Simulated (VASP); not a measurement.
# GaSe (P6_3/mmc) in VASP: further runs

GaSe is run at these levels: PBE; tasks: relaxation of shape and atoms at fixed volume, relaxation of cell and atoms.

Everything below comes from runs of VASP 6.6.1. Logs are shortened: lines on timing, memory, paths and dates and some standing lists are left out, and cuts for length are marked.

**1. The cell of the first run**

Symmetry: P6_3/mmc, No. 194, hexagonal system. Conventional cell: a = 3.853 Å, b = 3.853 Å, c = 18.393 Å, α = 90.00°, β = 90.00°, γ = 120.00°. Within 3.3 Å of Ga (site symmetry 3m) lie 1 Ga at 2.49 Å and 3 Se at 2.52 Å. Se (site symmetry 3m) has 3 Ga at 2.52 Å within 3.3 Å.

**2. Relaxation of shape and atoms at fixed volume, PBE (29.56 Å³/atom)**

The input, INCAR:

```
  PREC = Accurate
  ENCUT = 500
  EDIFF = 1E-7
  ISMEAR = 0
  SIGMA = 0.02
  LREAL = False
  LASPH = True
  NELM = 120
  ALGO = Normal
  ISIF = 4
  LWAVE = False
  LCHARG = False
  GGA = PE
  IBRION = 2
  NSW = 50
  EDIFFG = -0.01
  GGA_COMPAT = False
  NELMIN = 4
```

The input, KPOINTS:

```
regular mesh
0
Gamma
  12 12 2
```

The input, POSCAR:

```
GaSe
1.0
    3.8528458912      0.0000000000      0.0000000000
   -1.9264229456      3.3366624187      0.0000000000
    0.0000000000      0.0000000000     18.3934838271
Ga Se
4 4
Direct
    0.3333333333      0.6666666667      0.1822318036
    0.6666666667      0.3333333333      0.6822318036
    0.3333333333      0.6666666667      0.3177681964
    0.6666666667      0.3333333333      0.8177681964
    0.3333333333      0.6666666667      0.6178939499
    0.6666666667      0.3333333333      0.1178939499
    0.3333333333      0.6666666667      0.8821060501
    0.6666666667      0.3333333333      0.3821060501
```

Potentials or basis: VASP PAW PBE potentials, release 64 (Ga_d, Se).

Run with:

```bash
> cat potpaw_PBE.64/Ga_d/POTCAR potpaw_PBE.64/Se/POTCAR > POTCAR
> mpirun -np 1 vasp_std > vasp.out
```

OUTCAR:

```text
PREC = Accurate
   ENCUT = 500
   EDIFF = 1E-7
   ISMEAR = 0
   LREAL = False
   LASPH = True
   NELM = 120
   ISIF = 4
   GGA = PE
   IBRION = 2
   NSW = 50
   EDIFFG = -0.01
   NELMIN = 4

 ion  position               nearest neighbor table
   1  0.333  0.667  0.182-   3 2.49   6 2.52   6 2.52   6 2.52
   2  0.667  0.333  0.682-   4 2.49   5 2.52   5 2.52   5 2.52
   3  0.333  0.667  0.318-   1 2.49   8 2.52   8 2.52   8 2.52
   4  0.667  0.333  0.818-   2 2.49   7 2.52   7 2.52   7 2.52
   5  0.333  0.667  0.618-   2 2.52   2 2.52   2 2.52
   6  0.667  0.333  0.118-   1 2.52   1 2.52   1 2.52
   7  0.333  0.667  0.882-   4 2.52   4 2.52   4 2.52
   8  0.667  0.333  0.382-   3 2.52   3 2.52   3 2.52

  LATTYP: Found a hexagonal cell.
 ALAT       =     3.8528458912
 C/A-ratio  =     4.7739993622

  Lattice vectors:

 A1 = (   3.8528458912,   0.0000000000,   0.0000000000)
 A2 = (  -1.9264229456,   3.3366624187,   0.0000000000)
 A3 = (   0.0000000000,   0.0000000000,  18.3934838271)

Analysis of symmetry for initial positions (statically):
=====================================================================
 Subroutine PRICEL returns:
 Original cell was already a primitive cell.

 Routine SETGRP: Setting up the symmetry group for a
 hexagonal supercell.

 Subroutine GETGRP returns: Found 24 space group operations
 (whereof 12 operations were pure point group operations)
 out of a pool of 24 trial point group operations.

The static configuration has the point symmetry D_3d.
 The point group associated with its full space group is D_6h.

Analysis of symmetry for dynamics (positions and initial velocities):
=====================================================================
 Subroutine PRICEL returns:
 Original cell was already a primitive cell.

 Routine SETGRP: Setting up the symmetry group for a
 hexagonal supercell.

 Subroutine GETGRP returns: Found 24 space group operations
 (whereof 12 operations were pure point group operations)
 out of a pool of 24 trial point group operations.

The dynamic configuration has the point symmetry D_3d.
 The point group associated with its full space group is D_6h.

 Subroutine INISYM returns: Found 24 space group operations
 (whereof 12 operations are pure point group operations),
 and found     1 'primitive' translations

----------------------------------------------------------------------------------------

                                     Primitive cell

  volume of cell :     236.4601

  direct lattice vectors                    reciprocal lattice vectors
     3.852845891  0.000000000  0.000000000     0.259548404  0.149850341  0.000000000
    -1.926422946  3.336662419  0.000000000     0.000000000  0.299700681  0.000000000
     0.000000000  0.000000000 18.393483827     0.000000000  0.000000000  0.054367080

  length of vectors
     3.852845891  3.852845891 18.393483827     0.299700681  0.299700681  0.054367080

  position of ions in fractional coordinates (direct lattice)
     0.333333333  0.666666667  0.182231804
     0.666666667  0.333333333  0.682231804
     0.333333333  0.666666667  0.317768196
     0.666666667  0.333333333  0.817768196
     0.333333333  0.666666667  0.617893950
     0.666666667  0.333333333  0.117893950
     0.333333333  0.666666667  0.882106050
     0.666666667  0.333333333  0.382106050

  ion indices of the primitive-cell ions
   primitive index   ion index
                 1           1
                 2           2
                 3           3
                 4           4
                 5           5
                 6           6
                 7           7
                 8           8

----------------------------------------------------------------------------------------

 KPOINTS: regular mesh

Automatic generation of k-mesh.
 Grid dimensions read from file:
 generate k-points for:   12   12    2

 Generating k-lattice:

  Cartesian coordinates                     Fractional coordinates (reciprocal lattice)
     0.021629034  0.012487528  0.000000000     0.083333333 -0.000000000  0.000000000
     0.000000000  0.024975057  0.000000000     0.000000000  0.083333333  0.000000000
     0.000000000  0.000000000  0.027183540     0.000000000  0.000000000  0.500000000

  Length of vectors
     0.024975057  0.024975057  0.027183540

  Shift w.r.t. Gamma in fractional coordinates (k-lattice)
     0.000000000  0.000000000  0.000000000

 Subroutine IBZKPT returns following result:
 ===========================================

 Found     38 irreducible k-points:

 Following reciprocal coordinates:
            Coordinates               Weight
  0.000000  0.000000  0.000000      1.000000
  0.083333  0.000000  0.000000      6.000000
  0.166667  0.000000  0.000000      6.000000
  0.250000  0.000000  0.000000      6.000000
  0.333333  0.000000  0.000000      6.000000
  0.416667  0.000000  0.000000      6.000000
[... 16 lines left out ...]
  0.250000  0.000000  0.500000      6.000000
  0.333333  0.000000  0.500000      6.000000
 [... further k-points ...]
   k-points           NKPTS =     38   k-points in BZ     NKDIM =     38   number of bands    NBANDS=     45
   number of dos      NEDOS =    301   number of ions     NIONS =      8
   total plane-waves  NPLWV = 109760
   dimension x,y,z NGX =    28 NGY =   28 NGZ =  140
   dimension x,y,z NGXF=    56 NGYF=   56 NGZF=  280
   ions per type =               4   4
   NGX,Y,Z   is equivalent  to a cutoff of  12.08, 12.08, 12.65 a.u.
   NGXF,Y,Z  is equivalent  to a cutoff of  24.16, 24.16, 25.31 a.u.
 SYSTEM =  unknown system
   PREC   = accura    normal or accurate (medium, high low for compatibility)
   ISTART =      0    job   : 0-new  1-cont  2-samecut
   ICHARG =      2    charge: 1-file 2-atom 10-const
   ISPIN  =      1    spin polarized calculation?
   LNONCOLLINEAR =      F non collinear calculations
   LSORBIT =      F    spin-orbit coupling
   LASPH  =      T    aspherical Exc in radial PAW
   ENCUT  =  500.0 eV  36.75 Ry    6.06 a.u.   7.02  7.02 33.54*2*pi/ulx,y,z
   NELM   =    120;   NELMIN=  4; NELMDL= -5     # of ELM steps
   EDIFF  = 0.1E-06   stopping-criterion for ELM
   LREAL  =      F    real-space projection
   EDIFFG = -.1E-01   stopping-criterion for IOM
   NSW    =     50    number of steps for IOM
   IBRION =      2    ionic relax: 0-MD 1-quasi-New 2-CG
   NFREE  =      1    steps in history (QN), initial steepest desc. (CG)
   ISIF   =      4    stress and relaxation
   ISYM   =      2    0-nonsym 1-usesym 2-fastsym
   POTIM  = 0.5000    time-step for ionic-motion
   TEBEG  =    0.0;   TEEND  =   0.0 temperature during run
   PSTRESS=    0.0 pullay stress
   NELECT =      76.0000    total number of electrons
   NUPDOWN=      -1.0000    fix difference up-down
   EMIN   =  10.00;   EMAX   =-10.00  energy-range for DOS
   EFERMI =   0.00;   METHOD = LEGACY
   ISMEAR =     0;   SIGMA  =   0.02  broadening in eV -4-tet -1-fermi 0-gaus
   EFERMI_NEDOS =   21; number of points for ismear=-14 and -15
   IALGO  =     38    algorithm
   IMIX   =      4    mixing-type and parameters
     AMIX     =   0.40;   BMIX     =  1.00
     AMIX_MAG =   1.60;   BMIX_MAG =  1.00
  volume/ion in A,a.u.               =      29.56       199.46
  Fermi-wavevector in a.u.,A,eV,Ry     =   1.121399  2.119136 17.109804  1.257535
  Thomas-Fermi vector in A             =   2.258052
   LORBIT       =      0    0 simple, 1 ext, 2 COOP (PROOUT), +10 PAW based schemes
   GGA     = PE    functional components
   LHFCALC =     F    Hartree Fock is set to
   AEXX    =    0.0000 exact exchange contribution
   IVDW    =     0    specifies the selected vdW correction
   LEPSILON=     F    determine dielectric tensor
   LRPA    =     F    only Hartree local field effects (RPA)
 conjugate gradient relaxation of ions
 non-spin polarized calculation
 Gauss-broadening in eV      SIGMA  =   0.02
  energy-cutoff  :      500.00
  volume of cell :      236.46
 maximum number of plane-waves:      6045
   NGX = 15   NGY = 15   NGZ = 67

--------------------------------------- Ionic step        1  -------------------------------------------

 number of electron      75.9999943 magnetization

 Free energy of the ion-electron system (eV)
  ---------------------------------------------------
  ext. energy  EPLUGINS =         0.00000000
  ---------------------------------------------------
  free energy    TOTEN  =       -30.34315088 eV

  energy without entropy =      -30.34315088  energy(sigma->0) =      -30.34315088

------------------------ aborting loop because EDIFF is reached ----------------------------------------

  FORCE on cell =-STRESS in cart. coord.  units (eV):
  Direction    XX          YY          ZZ          XY          YZ          ZX
  --------------------------------------------------------------------------------------
  -------------------------------------------------------------------------------------
  Total       -1.8101891     -1.8101891     -1.5641672      0.0000000      0.0000000     -0.0000000
  in kB      -12.2652564    -12.2652564    -10.5982912      0.0000000      0.0000000     -0.0000000
  external PRESSURE =     -11.7096014 kB  Pullay stress =       0.0000000 kB
[... 107 lines left out ...]
  FREE ENERGIE OF THE ION-ELECTRON SYSTEM (eV)
  ---------------------------------------------------
  free  energy   TOTEN  =       -30.3496688400 eV

  energy  without entropy=      -30.3496688400  energy(sigma->0) =      -30.34966884

[... ionic steps 4 to 8 ...]

--------------------------------------- Ionic step        9  -------------------------------------------

 number of electron      75.9999998 magnetization

------------------------ aborting loop because EDIFF is reached ----------------------------------------

  FORCE on cell =-STRESS in cart. coord.  units (eV):
  Direction    XX          YY          ZZ          XY          YZ          ZX
  --------------------------------------------------------------------------------------
  -------------------------------------------------------------------------------------
  Total       -0.1149978     -0.1149978     -0.1140329      0.0000000      0.0000000     -0.0000000
  in kB       -0.7791880     -0.7791880     -0.7726498      0.0000000      0.0000000     -0.0000000
  external PRESSURE =      -0.7770086 kB  Pullay stress =       0.0000000 kB
[... 69 lines left out ...]
  energy  without entropy=      -30.3658331752  energy(sigma->0) =      -30.36583318

--------------------------------------- Ionic step       11  -------------------------------------------

 number of electron      75.9999998 magnetization

 Free energy of the ion-electron system (eV)
  ---------------------------------------------------
  ext. energy  EPLUGINS =         0.00000000
  ---------------------------------------------------
  free energy    TOTEN  =       -30.36586795 eV

  energy without entropy =      -30.36586795  energy(sigma->0) =      -30.36586795

 E-fermi :   1.4921     XC(G=0):  -8.1732

 val. band max:        1.4060053084   @ k =   0.0833   0.0000   0.0000
 cond. band min:       2.8098971946   @ k =   0.0000   0.0000   0.0000
 fundamental gap:      1.4038918862
 Fermi energy:         1.4920556841

 k-point     1 :       0.0000    0.0000    0.0000
  band No.  band energies     occupation
      1     -13.1671      2.00000
      2     -13.1670      2.00000
      3     -13.0561      2.00000
      4     -13.0561      2.00000
      5     -13.0561      2.00000
      6     -13.0561      2.00000
[... 1141 lines left out ...]
     44       5.9760      0.00000
     45       6.1411      0.00000

 [... further k-points ...]

------------------------ aborting loop because EDIFF is reached ----------------------------------------

  FORCE on cell =-STRESS in cart. coord.  units (eV):
  Direction    XX          YY          ZZ          XY          YZ          ZX
  --------------------------------------------------------------------------------------
  -------------------------------------------------------------------------------------
  Total       -0.0855175     -0.0855175     -0.0707301      0.0000000      0.0000000     -0.0000000
  in kB       -0.5794389     -0.5794389     -0.4792442      0.0000000      0.0000000     -0.0000000
  external PRESSURE =      -0.5460407 kB  Pullay stress =       0.0000000 kB
[... 23 lines left out ...]
  FREE ENERGIE OF THE ION-ELECTRON SYSTEM (eV)
  ---------------------------------------------------
  free  energy   TOTEN  =       -30.3658679537 eV

  energy  without entropy=      -30.3658679537  energy(sigma->0) =      -30.36586795

 reached required accuracy - stopping structural energy minimisation
```

Run time: 60 min. Hardware: 1 thread of Oxide Virtual Turin-like, shared host; peak memory 0.49 GiB.

Results:

| Item | Value |
| --- | --- |
| Free energy | -30.3659 eV |
| Energy gained by relaxing | 2.8 meV/atom |
| Ionic steps | 11 |
| Pressure after relaxing | -0.1 GPa |
| Band gap on the k mesh | 1.40 eV (least direct gap 1.44 eV) |

The path:
```csv
step,energy change (eV),largest force (eV/Å),pressure (GPa),volume (Å³)
1,0.0000,0.1831,-1.17,236.46
2,-0.0052,0.1060,-0.98,236.46
3,-0.0065,0.1535,-0.83,236.46
4,-0.0109,0.1149,-0.72,236.46
5,-0.0158,0.0153,-0.43,236.46
6,-0.0203,0.0153,-0.29,236.46
7,-0.0226,0.0133,-0.07,236.46
8,-0.0226,0.0137,-0.11,236.46
9,-0.0227,0.0134,-0.08,236.46
10,-0.0227,0.0110,-0.09,236.46
11,-0.0227,0.0006,-0.05,236.46
```

Final structure:
```yaml
crystal:
  lattice:
    - [3.81901, 0.00000, 0.00000]
    - [-1.90951, 3.30736, 0.00000]
    - [0.00000, 0.00000, 18.72082]
  atoms:
    - { symbol: Ga, position: [0.33333, 0.66667, 0.18403] }
    - { symbol: Ga, position: [0.66667, 0.33333, 0.68403] }
    - { symbol: Ga, position: [0.33333, 0.66667, 0.31597] }
    - { symbol: Ga, position: [0.66667, 0.33333, 0.81597] }
    - { symbol: Se, position: [0.33333, 0.66667, 0.62134] }
    - { symbol: Se, position: [0.66667, 0.33333, 0.12134] }
    - { symbol: Se, position: [0.33333, 0.66667, 0.87866] }
    - { symbol: Se, position: [0.66667, 0.33333, 0.37866] }
```

Caveat: this functional lacks dispersion, which binds layers or chains, so the pressure and a relaxed spacing across them are unreliable. A k mesh can miss the band edges.

**3. Relaxation of cell and atoms, PBE**

This run uses another cell than the first one, of 27.66 Å³/atom.

The input, INCAR:

```
ALGO = Normal
EDIFF = 1E-7
EDIFFG = -0.01
ENCUT = 500
GGA = PE
GGA_COMPAT = False
IBRION = 2
ISIF = 3
ISMEAR = 0
LASPH = True
LCHARG = False
LREAL = False
LWAVE = False
NELM = 120
NELMIN = 4
NSW = 100
PREC = Accurate
SIGMA = 0.02
```

The input, KPOINTS:

```
k-points
0
Gamma
  12 12 2
```

The input, POSCAR:

```
GaSe
1.0
    3.8158901279      0.0000000000      0.0000000000
   -1.9079450639      3.3046577888      0.0000000000
    0.0000000000      0.0000000000     17.5492201392
Ga Se
4 4
Direct
    0.3333333333      0.6666666667      0.1797446420
    0.6666666667      0.3333333333      0.6797446420
    0.3333333333      0.6666666667      0.3202553580
    0.6666666667      0.3333333333      0.8202553580
    0.3333333333      0.6666666667      0.6130785751
    0.6666666667      0.3333333333      0.1130785751
    0.3333333333      0.6666666667      0.8869214249
    0.6666666667      0.3333333333      0.3869214249
```

Potentials or basis: VASP PAW PBE potentials, release 64 (Ga_d, Se).

Run with:

```bash
> cat potpaw_PBE.64/Ga_d/POTCAR potpaw_PBE.64/Se/POTCAR > POTCAR
> mpirun -np 1 vasp_std > vasp.out
```

Wall time 20 min (1 thread of Oxide Virtual Turin-like, shared host); peak memory 0.45 GiB.

Results (log left out):

```yaml
Free_energy: -30.3637 eV
Relaxed_volume: 27.77 Å³/atom
Relaxed_cell: a = 3.819 Å, b = 3.819 Å, c = 17.591 Å, α = 90.00°, β = 90.00°, γ = 120.00°
Space_group_after_relaxing_to_0.1_Å: P6_3/mmc (No. 194)
Energy_gained_by_relaxing: 0.1 meV/atom
Ionic_steps: 4
Pressure_after_relaxing: 0.0 GPa
Largest_force_after_relaxing: 0.009 eV/Å
Band_gap_on_the_k_mesh: 1.17 eV
```

Forces in eV/Å, atoms in the order of the input:
```
Ga   0.000  0.000  0.009
Ga   0.000  0.000  0.009
Ga   0.000  0.000 -0.009
Ga   0.000  0.000 -0.009
Se   0.000  0.000  0.009
Se   0.000  0.000  0.009
Se   0.000  0.000 -0.009
Se   0.000  0.000 -0.009
```

Step by step:
```csv
step,energy change (eV),largest force (eV/Å),pressure (GPa),volume (Å³)
1,0.0000,0.0290,0.20,221.30
2,-0.0005,0.0233,-0.07,222.39
3,-0.0006,0.0104,0.00,222.12
4,-0.0007,0.0090,0.00,222.16
```

Final structure:
```
CELL_PARAMETERS angstrom
3.81872 0.00000 0.00000
-1.90936 3.30711 0.00000
0.00000 0.00000 17.59116
ATOMIC_POSITIONS crystal
Ga 0.33333 0.66667 0.17976
Ga 0.66667 0.33333 0.67976
Ga 0.33333 0.66667 0.32024
Ga 0.66667 0.33333 0.82024
Se 0.33333 0.66667 0.61304
Se 0.66667 0.33333 0.11304
Se 0.33333 0.66667 0.88696
Se 0.66667 0.33333 0.38696
```

Levels at points of the mesh, in eV from the valence-band top:
| k point | band 36 | band 37 | band 38 | band 39 | band 40 | band 41 |
| --- | --- | --- | --- | --- | --- | --- |
| (0.00, 0.00, 0.00) | -0.86 | -0.85 | 0.00 | 1.17 | 1.77 | 2.43 |
| (0.50, 0.00, 0.00) | -1.92 | -1.72 | -1.53 | 1.61 | 1.84 | 1.96 |
| (0.00, 0.00, 0.50) | -0.87 | -0.47 | -0.47 | 1.53 | 1.53 | 2.44 |
| (0.50, 0.00, 0.50) | -2.02 | -1.62 | -1.62 | 1.77 | 1.77 | 1.97 |

Caveat: this functional lacks dispersion, which binds layers or chains, so the pressure and a relaxed spacing across them are unreliable.
